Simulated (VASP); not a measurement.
# CaSe (Fm-3m) in VASP: further runs

CaSe is run at these levels: PBE-based screened hybrid with 20 % exact exchange, HSE06, PBE-based screened hybrid with 10 % exact exchange; tasks: single point.

Everything below comes from runs of VASP 6.6.1. Logs are shortened: lines on timing, memory, paths and dates and some standing lists are left out, and cuts for length are marked.

## (1) The cell of the first run

The structure is cubic, space group Fm-3m (No. 225). The conventional cell has a = 5.935 Å, b = 5.935 Å, c = 5.935 Å, α = 90.00°, β = 90.00°, γ = 90.00°. Within 3.9 Å of Ca (site symmetry m-3m) lie 6 Se at 2.97 Å. Se (site symmetry m-3m) has 6 Ca at 2.97 Å within 3.9 Å.

## (2) Single point, PBE-based screened hybrid with 20 % exact exchange

Input file POSCAR:

```
CaSe
1.0
    0.0000000000      2.9675306017      2.9675306017
    2.9675306017      0.0000000000      2.9675306017
    2.9675306017      2.9675306017      0.0000000000
Ca Se
1 1
Direct
    0.0000000000      0.0000000000      0.0000000000
    0.5000000000      0.5000000000      0.5000000000
```

Input file INCAR.step1:

```
SYSTEM = CaSe
PREC = Accurate ; ENCUT = 520
EDIFF = 1E-5 ; ISMEAR = 0
SIGMA = 0.01 ; LREAL = .False.
LASPH = .True. ; NELM = 80
ALGO = Normal ; ISIF = 2
LWAVE = .True. ; LCHARG = .False.
GGA = PE ; NBANDS = 15
```

Input file INCAR.step2:

```
SYSTEM = CaSe
PREC = Accurate ; ENCUT = 520
EDIFF = 1E-7 ; ISMEAR = 0
SIGMA = 0.01 ; LREAL = .False.
LASPH = .True. ; NELM = 80
ALGO = Normal ; ISIF = 2
LWAVE = .False. ; LCHARG = .False.
GGA = PE ; LHFCALC = .True.
AEXX = 0.2 ; HFSCREEN = 0.5
PRECFOCK = Normal ; ISTART = 1
NBANDS = 15
```

Input file KPOINTS:

```
Automatic mesh
0
Gamma
  4 4 4
  0 0 0
```

Potentials or basis: VASP PAW PBE potentials, release 64 (Ca_sv, Se).

Launch:

```console
$ cat potpaw_PBE.64/Ca_sv/POTCAR potpaw_PBE.64/Se/POTCAR > POTCAR
$ cp INCAR.step1 INCAR
$ mpirun -np 1 vasp_std > vasp.out
$ cp INCAR.step2 INCAR
$ mpirun -np 1 vasp_std > vasp.out
```

OUTCAR:

```text
SYSTEM = CaSe
   PREC = Accurate
   ENCUT = 520
   EDIFF = 1E-7
   ISMEAR = 0
   LREAL = .False.
   LASPH = .True.
   NELM = 80
   ISIF = 2
   GGA = PE
   LHFCALC = .True.
   AEXX = 0.2
   HFSCREEN = 0.5
   PRECFOCK = Normal
   ISTART = 1

 ion  position               nearest neighbor table
   1  0.000  0.000  0.000-   2 2.97   2 2.97   2 2.97   2 2.97   2 2.97   2 2.97
   2  0.500  0.500  0.500-   1 2.97   1 2.97   1 2.97   1 2.97   1 2.97   1 2.97

  LATTYP: Found a face centered cubic cell.
 ALAT       =     5.9350612034

  Lattice vectors:

 A1 = (   0.0000000000,   2.9675306017,   2.9675306017)
 A2 = (   2.9675306017,   0.0000000000,   2.9675306017)
 A3 = (   2.9675306017,   2.9675306017,   0.0000000000)

Analysis of symmetry for initial positions (statically):
=====================================================================
 Subroutine PRICEL returns:
 Original cell was already a primitive cell.

 Routine SETGRP: Setting up the symmetry group for a
 face centered cubic supercell.

 Subroutine GETGRP returns: Found 48 space group operations
 (whereof 48 operations were pure point group operations)
 out of a pool of 48 trial point group operations.

The static configuration has the point symmetry O_h .

Analysis of symmetry for dynamics (positions and initial velocities):
=====================================================================
 Subroutine PRICEL returns:
 Original cell was already a primitive cell.

 Routine SETGRP: Setting up the symmetry group for a
 face centered cubic supercell.

 Subroutine GETGRP returns: Found 48 space group operations
 (whereof 48 operations were pure point group operations)
 out of a pool of 48 trial point group operations.

The dynamic configuration has the point symmetry O_h .

 Subroutine INISYM returns: Found 48 space group operations
 (whereof 48 operations are pure point group operations),
 and found     1 'primitive' translations

----------------------------------------------------------------------------------------

                                     Primitive cell

  volume of cell :      52.2656

  direct lattice vectors                    reciprocal lattice vectors
     0.000000000  2.967530602  2.967530602    -0.168490259  0.168490259  0.168490259
     2.967530602  0.000000000  2.967530602     0.168490259 -0.168490259  0.168490259
     2.967530602  2.967530602  0.000000000     0.168490259  0.168490259 -0.168490259

  length of vectors
     4.196722024  4.196722024  4.196722024     0.291833689  0.291833689  0.291833689

  position of ions in fractional coordinates (direct lattice)
     0.000000000  0.000000000  0.000000000
     0.500000000  0.500000000  0.500000000

  ion indices of the primitive-cell ions
   primitive index   ion index
                 1           1
                 2           2

----------------------------------------------------------------------------------------

 KPOINTS: Automatic mesh

Automatic generation of k-mesh.
 Grid dimensions read from file:
 generate k-points for:    4    4    4

 Generating k-lattice:

  Cartesian coordinates                     Fractional coordinates (reciprocal lattice)
    -0.042122565  0.042122565  0.042122565     0.250000000  0.000000000  0.000000000
     0.042122565 -0.042122565  0.042122565     0.000000000  0.250000000  0.000000000
     0.042122565  0.042122565 -0.042122565     0.000000000  0.000000000  0.250000000

  Length of vectors
     0.072958422  0.072958422  0.072958422

  Shift w.r.t. Gamma in fractional coordinates (k-lattice)
     0.000000000  0.000000000  0.000000000

 Subroutine IBZKPT returns following result:
 ===========================================

 Found      8 irreducible k-points:

 Following reciprocal coordinates:
            Coordinates               Weight
  0.000000  0.000000  0.000000      1.000000
  0.250000  0.000000  0.000000      8.000000
  0.500000  0.000000  0.000000      4.000000
  0.250000  0.250000  0.000000      6.000000
  0.500000  0.250000  0.000000     24.000000
 -0.250000  0.250000  0.000000     12.000000
  0.500000  0.500000  0.000000      3.000000
 -0.250000  0.500000  0.250000      6.000000
   k-points           NKPTS =      8   k-points in BZ     NKDIM =     64   number of bands    NBANDS=     15
   number of dos      NEDOS =    301   number of ions     NIONS =      2
   total plane-waves  NPLWV =  32768
   dimension x,y,z NGX =    32 NGY =   32 NGZ =   32
   dimension x,y,z NGXF=    64 NGYF=   64 NGZF=   64
   ions per type =               1   1
   NGX,Y,Z   is equivalent  to a cutoff of  12.68, 12.68, 12.68 a.u.
   NGXF,Y,Z  is equivalent  to a cutoff of  25.35, 25.35, 25.35 a.u.
 SYSTEM =  CaSe
   PREC   = accura    normal or accurate (medium, high low for compatibility)
   ISTART =      1    job   : 0-new  1-cont  2-samecut
   ICHARG =      0    charge: 1-file 2-atom 10-const
   ISPIN  =      1    spin polarized calculation?
   LNONCOLLINEAR =      F non collinear calculations
   LSORBIT =      F    spin-orbit coupling
   LASPH  =      T    aspherical Exc in radial PAW
   ENCUT  =  520.0 eV  38.22 Ry    6.18 a.u.   7.80  7.80  7.80*2*pi/ulx,y,z
   NELM   =     80;   NELMIN=  2; NELMDL=  0     # of ELM steps
   EDIFF  = 0.1E-06   stopping-criterion for ELM
   LREAL  =      F    real-space projection
   EDIFFG = 0.1E-05   stopping-criterion for IOM
   NSW    =      0    number of steps for IOM
   IBRION =     -1    ionic relax: 0-MD 1-quasi-New 2-CG
   NFREE  =      0    steps in history (QN), initial steepest desc. (CG)
   ISIF   =      2    stress and relaxation
   ISYM   =      3    0-nonsym 1-usesym 2-fastsym
   POTIM  = 0.5000    time-step for ionic-motion
   TEBEG  =    0.0;   TEEND  =   0.0 temperature during run
   PSTRESS=    0.0 pullay stress
   NELECT =      16.0000    total number of electrons
   NUPDOWN=      -1.0000    fix difference up-down
   EMIN   =  10.00;   EMAX   =-10.00  energy-range for DOS
   EFERMI =   0.00;   METHOD = LEGACY
   ISMEAR =     0;   SIGMA  =   0.01  broadening in eV -4-tet -1-fermi 0-gaus
   EFERMI_NEDOS =   21; number of points for ismear=-14 and -15
   IALGO  =     38    algorithm
   IMIX   =      1    mixing-type and parameters
     AMIX     =   0.40;   BMIX     =  1.00
     AMIX_MAG =   1.60;   BMIX_MAG =  1.00
  volume/ion in A,a.u.               =      26.13       176.35
  Fermi-wavevector in a.u.,A,eV,Ry     =   1.103341  2.085012 16.563196  1.217361
  Thomas-Fermi vector in A             =   2.239797
   LORBIT       =      0    0 simple, 1 ext, 2 COOP (PROOUT), +10 PAW based schemes
   GGA     = PE    functional components
   LHFCALC =     T    Hartree Fock is set to
   PRECFOCK=normal    Normal, Fast or Accurate (Low or Medium for compatibility)
   ENCUT4O =  -1.0   cutoff for four orbital integrals eV
   NKREDX  =     1    reduce k-point grid by
   NKREDY  =     1    reduce k-point grid by
   NKREDZ  =     1    reduce k-point grid by
   AEXX    =    0.2000 exact exchange contribution
   HFSCREEN=    0.5000 screening length (either q_TF or 0.3 A-1)
   HFSCREENC=   0.5000 screening length for correlation (either q_TF or 0.3 A-1)
   ENCUTFOCK=  -1.0 apply spherical cutoff to Coloumb kernel
   IVDW    =     0    specifies the selected vdW correction
   LEPSILON=     F    determine dielectric tensor
   LRPA    =     F    only Hartree local field effects (RPA)
 non-spin polarized calculation
 Gauss-broadening in eV      SIGMA  =   0.01
  energy-cutoff  :      520.00
  volume of cell :       52.27
 maximum number of plane-waves:      1424
  NGX = 24; NGY = 24; NGZ = 24

 number of electron      15.9999997 magnetization

 Free energy of the ion-electron system (eV)
  ---------------------------------------------------
  ext. energy  EPLUGINS =         0.00000000
  ---------------------------------------------------
  free energy    TOTEN  =        -9.97646982 eV

  energy without entropy =       -9.97646982  energy(sigma->0) =       -9.97646982

 E-fermi :   2.2984     XC(G=0):  -8.2133

 val. band max:        2.1514833863   @ k =   0.0000   0.0000   0.0000
 cond. band min:       4.5848732188   @ k =   0.5000   0.5000   0.0000
 fundamental gap:      2.4333898325
 Fermi energy:         2.2983676441

 k-point     1 :       0.0000    0.0000    0.0000
  band No.  band energies     occupation
      1     -39.7783      2.00000
      2     -19.6577      2.00000
      3     -19.6577      2.00000
      4     -19.6577      2.00000
      5     -10.2331      2.00000
      6       2.1515      2.00000
      7       2.1515      2.00000
      8       2.1515      2.00000
      9       5.8233      0.00000
     10       6.3861      0.00000
     11       6.3861      0.00000
     12       6.3861      0.00000
     13       6.9955      0.00000
     14       6.9955      0.00000
     15      12.2394      0.00000

 k-point     2 :       0.2500    0.0000    0.0000
  band No.  band energies     occupation
      1     -39.7749      2.00000
      2     -19.7155      2.00000
      3     -19.6611      2.00000
      4     -19.6611      2.00000
      5      -9.8928      2.00000
      6       0.1303      2.00000
      7       1.4677      2.00000
      8       1.4677      2.00000
      9       6.3111      0.00000
     10       7.1651      0.00000
     11       7.1651      0.00000
     12       8.3289      0.00000
     13       8.4232      0.00000
     14       8.4232      0.00000
     15      12.1280      0.00000
[... 77 lines left out ...]
      3     -19.6902      2.00000
      4     -19.6902      2.00000
      5      -9.6245      2.00000
      6      -0.4337      2.00000
      7       1.1884      2.00000
      8       1.1884      2.00000
      9       4.5849      0.00000
     10       7.5211      0.00000
     11       7.8352      0.00000
     12       8.8988      0.00000
     13       8.9699      0.00000
     14       8.9699      0.00000
     15      12.7137      0.00000

 k-point     8 :      -0.2500    0.5000    0.2500
  band No.  band energies     occupation
      1     -39.7692      2.00000
      2     -19.7142      2.00000
      3     -19.7142      2.00000
      4     -19.6969      2.00000
      5      -9.5337      2.00000
      6       0.1330      2.00000
      7       0.1330      2.00000
      8       0.4579      2.00000
      9       7.0796      0.00000
     10       7.0796      0.00000
     11       7.8983      0.00000
     12       8.5880      0.00000
     13       8.9771      0.00000
     14      11.3908      0.00000
     15      11.5334      0.00000

------------------------ aborting loop because EDIFF is reached ----------------------------------------

  FORCE on cell =-STRESS in cart. coord.  units (eV):
  Direction    XX          YY          ZZ          XY          YZ          ZX
  --------------------------------------------------------------------------------------
  -------------------------------------------------------------------------------------
  Total        0.1953532      0.1953532      0.1953532     -0.0000000     -0.0000000      0.0000000
  in kB        5.9884660      5.9884660      5.9884660     -0.0000000     -0.0000000      0.0000000
  external PRESSURE =       5.9884660 kB  Pullay stress =       0.0000000 kB

 VOLUME and BASIS-vectors are now :
 -----------------------------------------------------------------------------
  energy-cutoff  :      520.00
  volume of cell :       52.27
      direct lattice vectors                 reciprocal lattice vectors
     0.000000000  2.967530602  2.967530602    -0.168490259  0.168490259  0.168490259
     2.967530602  0.000000000  2.967530602     0.168490259 -0.168490259  0.168490259
     2.967530602  2.967530602  0.000000000     0.168490259  0.168490259 -0.168490259

 POSITION                                       TOTAL-FORCE (eV/Angst)
 -----------------------------------------------------------------------------------
      0.00000      0.00000      0.00000        -0.000000     -0.000000      0.000000
      2.96753      2.96753      2.96753         0.000000      0.000000     -0.000000
 -----------------------------------------------------------------------------------
    total drift:                               -0.000000     -0.000000     -0.000000

  FREE ENERGIE OF THE ION-ELECTRON SYSTEM (eV)
  ---------------------------------------------------
  free  energy   TOTEN  =        -9.9764698156 eV

  energy  without entropy=       -9.9764698156  energy(sigma->0) =       -9.97646982
```

It took 3.7 min on 1 thread of Intel Xeon Platinum 8488C (Sapphire Rapids), shared host; peak memory 0.27 GiB.

Results:

```
Free energy            : -9.9765 eV
Pressure               : 0.6 GPa
Band gap on the k mesh : 2.43 eV (least direct gap 3.40 eV)
```

Levels at points of the mesh, in eV from the valence-band top:
```
           k point  band 5  band 6  band 7  band 8  band 9  band 10  band 11  band 12
(0.00, 0.00, 0.00)  -12.38    0.00    0.00    0.00    3.67     4.23     4.23     4.23
(0.50, 0.00, 0.00)  -11.66   -3.34   -1.18   -1.18    4.83     6.14     6.22     6.22
(0.50, 0.50, 0.00)  -11.78   -2.59   -0.96   -0.96    2.43     5.37     5.68     6.75
```

Caveat: the k points lie up to 0.46 Å⁻¹ apart; the PAW data sets were made with another functional, which shifts forces and pressure a little. A k mesh can miss the band edges.

## (3) Single point, HSE06

POSCAR is that of step 2.

Input file INCAR.step1:

```
SYSTEM = CaSe
  ALGO = Normal
  EDIFF = 1E-5
  ENCUT = 520
  GGA = PE
  ISIF = 2
  ISMEAR = 0
  LASPH = .True.
  LCHARG = .False.
  LREAL = .False.
  LWAVE = .True.
  NBANDS = 15
  NELM = 100
  PREC = Accurate
  SIGMA = 0.01
```

Input file INCAR.step2:

```
SYSTEM = CaSe
  ALGO = Normal
  EDIFF = 1E-7
  ENCUT = 520
  GGA = PE
  HFSCREEN = 0.2079
  ISIF = 2
  ISMEAR = 0
  ISTART = 1
  LASPH = .True.
  LCHARG = .False.
  LHFCALC = .True.
  LREAL = .False.
  LWAVE = .False.
  NBANDS = 15
  NELM = 100
  PREC = Accurate
  PRECFOCK = Normal
  SIGMA = 0.01
```

Input file KPOINTS:

```
k-points
0
Gamma
  4 4 4
  0 0 0
```

Potentials or basis: VASP PAW PBE potentials, release 64 (Ca_sv, Se).

Launch:

```console
$ cat potpaw_PBE.64/Ca_sv/POTCAR potpaw_PBE.64/Se/POTCAR > POTCAR
$ cp INCAR.step1 INCAR
$ mpirun -np 1 vasp_std > vasp.out
$ cp INCAR.step2 INCAR
$ mpirun -np 1 vasp_std > vasp.out
```

Wall time 3.8 min (1 thread of Intel Xeon Platinum 8488C (Sapphire Rapids), shared host); peak memory 0.28 GiB.

It converged, with:

```yaml
Free_energy: -10.6758 eV
Pressure: 0.3 GPa
Band_gap_on_the_k_mesh: 3.01 eV (least direct gap 4.04 eV)
```

Levels at points of the mesh, in eV from the valence-band top:
| k point | band 5 | band 6 | band 7 | band 8 | band 9 | band 10 | band 11 | band 12 |
| --- | --- | --- | --- | --- | --- | --- | --- | --- |
| (0.00, 0.00, 0.00) | -12.86 | 0.00 | 0.00 | 0.00 | 4.24 | 4.93 | 4.93 | 4.93 |
| (0.50, 0.00, 0.00) | -12.08 | -3.54 | -1.23 | -1.23 | 5.37 | 6.96 | 7.08 | 7.08 |
| (0.50, 0.50, 0.00) | -12.20 | -2.76 | -1.03 | -1.03 | 3.01 | 5.98 | 6.47 | 7.60 |

Caveat: the k points lie up to 0.46 Å⁻¹ apart; the PAW data sets were made with another functional, which shifts forces and pressure a little. A k mesh can miss the band edges.

## (4) Single point, PBE-based screened hybrid with 10 % exact exchange

POSCAR is that of step 3.

Input file INCAR.step1:

```
  PREC = Accurate
  ENCUT = 520
  EDIFF = 1E-5
  ISMEAR = 0
  SIGMA = 0.01
  LREAL = F
  LASPH = T
  NELM = 80
  ALGO = Normal
  ISIF = 2
  LWAVE = T
  LCHARG = F
  GGA = PE
  NBANDS = 15
```

Input file INCAR.step2:

```
  PREC = Accurate
  ENCUT = 520
  EDIFF = 1E-6
  ISMEAR = 0
  SIGMA = 0.01
  LREAL = F
  LASPH = T
  NELM = 80
  ALGO = Normal
  ISIF = 2
  LWAVE = F
  LCHARG = F
  GGA = PE
  LHFCALC = T
  AEXX = 0.1
  HFSCREEN = 0.1
  PRECFOCK = Normal
  ISTART = 1
  NBANDS = 15
```

Input file KPOINTS:

```
Automatic mesh
0
Gamma
  4 4 4
```

Launch:

```console
$ cat potpaw_PBE.64/Ca_sv/POTCAR potpaw_PBE.64/Se/POTCAR > POTCAR
$ cp INCAR.step1 INCAR
$ mpirun -np 1 vasp_std > vasp.out
$ cp INCAR.step2 INCAR
$ mpirun -np 1 vasp_std > vasp.out
```

Run time: 3.9 min. Hardware: 1 thread of Intel Xeon Platinum 8488C (Sapphire Rapids), shared host; peak memory 0.27 GiB.

Results (log left out):

| Property | Result |
| --- | --- |
| Free energy | -10.0528 eV |
| Pressure | 0.6 GPa |
| Band gap on the k mesh | 2.55 eV (least direct gap 3.52 eV) |

Levels at points of the mesh, in eV from the valence-band top:
```tsv
k point	band 5	band 6	band 7	band 8	band 9	band 10	band 11	band 12
(0.00, 0.00, 0.00)	-12.23	0.00	0.00	0.00	3.78	4.33	4.33	4.33
(0.50, 0.00, 0.00)	-11.50	-3.39	-1.21	-1.21	4.96	6.19	6.25	6.25
(0.50, 0.50, 0.00)	-11.62	-2.63	-0.97	-0.97	2.55	5.52	5.73	6.76
```

Caveat: the k points lie up to 0.46 Å⁻¹ apart; the PAW data sets were made with another functional, which shifts forces and pressure a little. A k mesh can miss the band edges.

## (5) Summary

| level | share of exact exchange | screening parameter | gap on the mesh (eV) | pressure (GPa) |
| --- | --- | --- | --- | --- |
| PBE-based screened hybrid with 20 % exact exchange | 0.2 | 0.5 1/Å | 2.43 | 0.6 |
| HSE06 | 0.25 | 0.2079 1/Å | 3.01 | 0.3 |
| PBE-based screened hybrid with 10 % exact exchange | 0.1 | 0.1 1/Å | 2.55 | 0.6 |

Alike in all rows: task single point; potentials or basis VASP PAW PBE potentials, release 64 (Ca_sv, Se); no spin polarisation; cell as given; k mesh 4 × 4 × 4; cutoff (eV) 520; smearing gaussian 0.01 eV.

Caveats: all runs use coarse meshes; the PAW data sets were made with another functional, which shifts forces and pressure a little.

Absolute energies hang on the potentials; compare differences alone.
